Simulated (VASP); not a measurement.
# Zn (Im-3m) in VASP: further runs, part 2 of 2

VASP 6.6.1. The steps go on from the part before.

### 4 Single point, PBE (volume scaled by 0.94)

Input file INCAR:

```
  PREC = Accurate
  ENCUT = 520
  EDIFF = 1E-7
  ISMEAR = -1
  SIGMA = 0.05
  LREAL = False
  LASPH = True
  NELM = 100
  ALGO = Fast
  ISIF = 2
  LWAVE = False
  LCHARG = False
  GGA = PE
  NBANDS = 12
```

Input file KPOINTS:

```
regular mesh
0
Gamma
  12 12 12
```

Input file POSCAR:

```
Zn
1.0
   -1.5370068493      1.5370068493      1.5370068493
    1.5370068493     -1.5370068493      1.5370068493
    1.5370068493      1.5370068493     -1.5370068493
Zn
1
Direct
    0.0000000000      0.0000000000      0.0000000000
```

Potentials or basis: VASP PAW PBE potentials, release 64 (Zn).

Started as:

```
$ cat potpaw_PBE.64/Zn/POTCAR > POTCAR
$ mpirun -np 1 vasp_std > vasp.out
```

OUTCAR:

```text
PREC = Accurate
   ENCUT = 520
   EDIFF = 1E-7
   ISMEAR = -1
   LREAL = False
   LASPH = True
   NELM = 100
   ISIF = 2
   GGA = PE

 ion  position               nearest neighbor table
   1  0.000  0.000  0.000-

  LATTYP: Found a body centered cubic cell.
 ALAT       =     3.0740136986

  Lattice vectors:

 A1 = (  -1.5370068493,   1.5370068493,   1.5370068493)
 A2 = (   1.5370068493,  -1.5370068493,   1.5370068493)
 A3 = (   1.5370068493,   1.5370068493,  -1.5370068493)

Analysis of symmetry for initial positions (statically):
=====================================================================
 Subroutine PRICEL returns:
 Original cell was already a primitive cell.

 Routine SETGRP: Setting up the symmetry group for a
 body centered cubic supercell.

 Subroutine GETGRP returns: Found 48 space group operations
 (whereof 48 operations were pure point group operations)
 out of a pool of 48 trial point group operations.

The static configuration has the point symmetry O_h .

Analysis of symmetry for dynamics (positions and initial velocities):
=====================================================================
 Subroutine PRICEL returns:
 Original cell was already a primitive cell.

 Routine SETGRP: Setting up the symmetry group for a
 body centered cubic supercell.

 Subroutine GETGRP returns: Found 48 space group operations
 (whereof 48 operations were pure point group operations)
 out of a pool of 48 trial point group operations.

The dynamic configuration has the point symmetry O_h .

 Subroutine INISYM returns: Found 48 space group operations
 (whereof 48 operations are pure point group operations),
 and found     1 'primitive' translations

----------------------------------------------------------------------------------------

                                     Primitive cell

  volume of cell :      14.5240

  direct lattice vectors                    reciprocal lattice vectors
    -1.537006849  1.537006849  1.537006849     0.000000000  0.325307594  0.325307594
     1.537006849 -1.537006849  1.537006849     0.325307594  0.000000000  0.325307594
     1.537006849  1.537006849 -1.537006849     0.325307594  0.325307594  0.000000000

  length of vectors
     2.662173955  2.662173955  2.662173955     0.460054411  0.460054411  0.460054411

  position of ions in fractional coordinates (direct lattice)
     0.000000000  0.000000000  0.000000000

  ion indices of the primitive-cell ions
   primitive index   ion index
                 1           1

----------------------------------------------------------------------------------------

 KPOINTS: regular mesh

Automatic generation of k-mesh.
 Grid dimensions read from file:
 generate k-points for:   12   12   12

 Generating k-lattice:

  Cartesian coordinates                     Fractional coordinates (reciprocal lattice)
     0.000000000  0.027108966  0.027108966     0.083333333  0.000000000  0.000000000
     0.027108966  0.000000000  0.027108966     0.000000000  0.083333333  0.000000000
     0.027108966  0.027108966  0.000000000     0.000000000  0.000000000  0.083333333

  Length of vectors
     0.038337868  0.038337868  0.038337868

  Shift w.r.t. Gamma in fractional coordinates (k-lattice)
     0.000000000  0.000000000  0.000000000

 Subroutine IBZKPT returns following result:
 ===========================================

 Found     72 irreducible k-points:

 Following reciprocal coordinates:
            Coordinates               Weight
  0.000000  0.000000  0.000000      1.000000
  0.083333  0.000000  0.000000     12.000000
  0.166667  0.000000  0.000000     12.000000
  0.250000  0.000000  0.000000     12.000000
  0.333333  0.000000  0.000000     12.000000
  0.416667  0.000000  0.000000     12.000000
[... 16 lines left out ...]
  0.333333  0.083333  0.083333     24.000000
  0.416667  0.083333  0.083333     12.000000
 [... further k-points ...]
   k-points           NKPTS =     72   k-points in BZ     NKDIM =     72   number of bands    NBANDS=     12
   number of dos      NEDOS =    301   number of ions     NIONS =      1
   total plane-waves  NPLWV =   8000
   dimension x,y,z NGX =    20 NGY =   20 NGZ =   20
   dimension x,y,z NGXF=    40 NGYF=   40 NGZF=   40
   ions per type =               1
   NGX,Y,Z   is equivalent  to a cutoff of  12.49, 12.49, 12.49 a.u.
   NGXF,Y,Z  is equivalent  to a cutoff of  24.98, 24.98, 24.98 a.u.
 SYSTEM =  unknown system
   PREC   = accura    normal or accurate (medium, high low for compatibility)
   ISTART =      0    job   : 0-new  1-cont  2-samecut
   ICHARG =      2    charge: 1-file 2-atom 10-const
   ISPIN  =      1    spin polarized calculation?
   LNONCOLLINEAR =      F non collinear calculations
   LSORBIT =      F    spin-orbit coupling
   LASPH  =      T    aspherical Exc in radial PAW
   ENCUT  =  520.0 eV  38.22 Ry    6.18 a.u.   4.95  4.95  4.95*2*pi/ulx,y,z
   NELM   =    100;   NELMIN=  2; NELMDL= -5     # of ELM steps
   EDIFF  = 0.1E-06   stopping-criterion for ELM
   LREAL  =      F    real-space projection
   EDIFFG = 0.1E-05   stopping-criterion for IOM
   NSW    =      0    number of steps for IOM
   IBRION =     -1    ionic relax: 0-MD 1-quasi-New 2-CG
   NFREE  =      0    steps in history (QN), initial steepest desc. (CG)
   ISIF   =      2    stress and relaxation
   ISYM   =      2    0-nonsym 1-usesym 2-fastsym
   POTIM  = 0.5000    time-step for ionic-motion
   TEBEG  =    0.0;   TEEND  =   0.0 temperature during run
   PSTRESS=    0.0 pullay stress
   NELECT =      12.0000    total number of electrons
   NUPDOWN=      -1.0000    fix difference up-down
   EMIN   =  10.00;   EMAX   =-10.00  energy-range for DOS
   EFERMI =   0.00;   METHOD = LEGACY
   ISMEAR =    -1;   SIGMA  =   0.05  broadening in eV -4-tet -1-fermi 0-gaus
   EFERMI_NEDOS =   21; number of points for ismear=-14 and -15
   IALGO  =     68    algorithm
   IMIX   =      4    mixing-type and parameters
     AMIX     =   0.40;   BMIX     =  1.00
     AMIX_MAG =   1.60;   BMIX_MAG =  1.00
  volume/ion in A,a.u.               =      14.52        98.01
  Fermi-wavevector in a.u.,A,eV,Ry     =   1.536171  2.902941 32.107301  2.359820
  Thomas-Fermi vector in A             =   2.642857
   LORBIT       =      0    0 simple, 1 ext, 2 COOP (PROOUT), +10 PAW based schemes
   GGA     = PE    functional components
   LHFCALC =     F    Hartree Fock is set to
   AEXX    =    0.0000 exact exchange contribution
   IVDW    =     0    specifies the selected vdW correction
   LEPSILON=     F    determine dielectric tensor
   LRPA    =     F    only Hartree local field effects (RPA)
 non-spin polarized calculation
 RMM-DIIS sequential band-by-band and
  energy-cutoff  :      520.00
  volume of cell :       14.52
 maximum number of plane-waves:       402
   NGX =  9   NGY =  9   NGZ =  9

 number of electron      12.0000000 magnetization

 Free energy of the ion-electron system (eV)
  ---------------------------------------------------
  ext. energy  EPLUGINS =         0.00000000
  ---------------------------------------------------
  free energy    TOTEN  =        -1.00694235 eV

  energy without entropy =       -1.00311034  energy(sigma->0) =       -1.00502634

 E-fermi :   3.5610     XC(G=0): -11.8108

 val. band max:        3.5488640334   @ k =  -0.4167  -0.4167   0.0833
 cond. band min:       3.5617279316   @ k =   0.4167   0.0833   0.0000
 fundamental gap:      0.0128638982
 Fermi energy:         3.5609852028

 k-point     1 :       0.0000    0.0000    0.0000
  band No.  band energies     occupation
      1      -7.3031      2.00000
      2      -4.3980      2.00000
      3      -4.3980      2.00000
      4      -4.3980      2.00000
      5      -3.8442      2.00000
      6      -3.8442      2.00000
      7      23.5542      0.00000
      8      23.5542      0.00000
      9      23.5542      0.00000
     10      24.8020      0.00000
     11      24.8020      0.00000
     12      24.8020      0.00000

 k-point     2 :       0.0833    0.0000    0.0000
  band No.  band energies     occupation
      1      -7.0749      2.00000
      2      -4.4209      2.00000
      3      -4.3931      2.00000
      4      -4.3414      2.00000
      5      -3.8653      2.00000
      6      -3.8428      2.00000
      7      20.4722      0.00000
      8      22.0042      0.00000
      9      22.4238      0.00000
     10      23.5090      0.00000
     11      23.6478      0.00000
     12      24.6762      0.00000
[... 316 lines left out ...]
 k-point    24 :       0.4167    0.0833    0.0833
  band No.  band energies     occupation
      1      -4.9882      2.00000
      2      -4.7326      2.00000
      3      -3.8542      2.00000
      4      -3.8046      2.00000
      5      -3.7453      2.00000
      6       1.3802      2.00000
      7       2.9441      1.99999
      8      12.4723      0.00000
      9      13.0710      0.00000
     10      23.6602      0.00000
     11      24.6848      0.00000
     12      32.6339      0.00000

 [... further k-points ...]
[... 5 lines left out ...]
  --------------------------------------------------------------------------------------
  -------------------------------------------------------------------------------------
  Total        0.3952561      0.3952561      0.3952561      0.0000000      0.0000000     -0.0000000
  in kB       43.6015301     43.6015301     43.6015301      0.0000000      0.0000000     -0.0000000
  external PRESSURE =      43.6015301 kB  Pullay stress =       0.0000000 kB

 VOLUME and BASIS-vectors are now :
 -----------------------------------------------------------------------------
  energy-cutoff  :      520.00
  volume of cell :       14.52
      direct lattice vectors                 reciprocal lattice vectors
    -1.537006849  1.537006849  1.537006849     0.000000000  0.325307594  0.325307594
     1.537006849 -1.537006849  1.537006849     0.325307594  0.000000000  0.325307594
     1.537006849  1.537006849 -1.537006849     0.325307594  0.325307594  0.000000000

 POSITION                                       TOTAL-FORCE (eV/Angst)
 -----------------------------------------------------------------------------------
      0.00000      0.00000      0.00000         0.000000     -0.000000     -0.000000
 -----------------------------------------------------------------------------------
    total drift:                               -0.000000     -0.000000      0.000000

  FREE ENERGIE OF THE ION-ELECTRON SYSTEM (eV)
  ---------------------------------------------------
  free  energy   TOTEN  =        -1.0069423504 eV

  energy  without entropy=       -1.0031103360  energy(sigma->0) =       -1.00502634
```

stdout:

```text
POSCAR found type information on POSCAR Zn
 POSCAR found :  1 types and       1 ions
 scaLAPACK will be used
 LDA part: xc-table for (Slater+PW92), standard interpolation
 POSCAR, INCAR and KPOINTS ok, starting setup
 FFT: planning ... GRIDC
 FFT: planning ... GRID_SOFT
 FFT: planning ... GRID
 WAVECAR not read
 entering main loop
```

It took 22 s on 1 thread of AMD EPYC 7R43 (Zen 3), shared host; peak memory 0.09 GiB.

What came out:

```
Free energy            : -1.0069 eV
Pressure               : 4.4 GPa
Band gap on the k mesh : zero (band 6 reaches 7.83 eV, above the bottom of band 7 at 2.66 eV)
```

### 5 Summary

| level | cell | k mesh | grid for exact exchange (PRECFOCK) | gap on the mesh (eV) | pressure (GPa) |
| --- | --- | --- | --- | --- | --- |
| PBE0 | a = 2.699 Å, angles 109.5°, 1 atom | 6 × 6 × 6 | Normal | none | 1.3 |
| PBE0 | a = 2.718 Å, angles 109.5°, 1 atom | 6 × 6 × 6 | Normal | none | -0.1 |
| PBE | a = 2.662 Å, angles 109.5°, 1 atom | 12 × 12 × 12 | - | none | 4.4 |

Alike in all rows: task single point; potentials or basis VASP PAW PBE potentials, release 64 (Zn); no spin polarisation; cutoff (eV) 520; smearing fermi-dirac 0.05 eV.

Caveats: some runs use coarse meshes; the PAW data sets were made with another functional, which shifts forces and pressure a little (some runs).

Absolute energies hang on the potentials; compare differences alone.
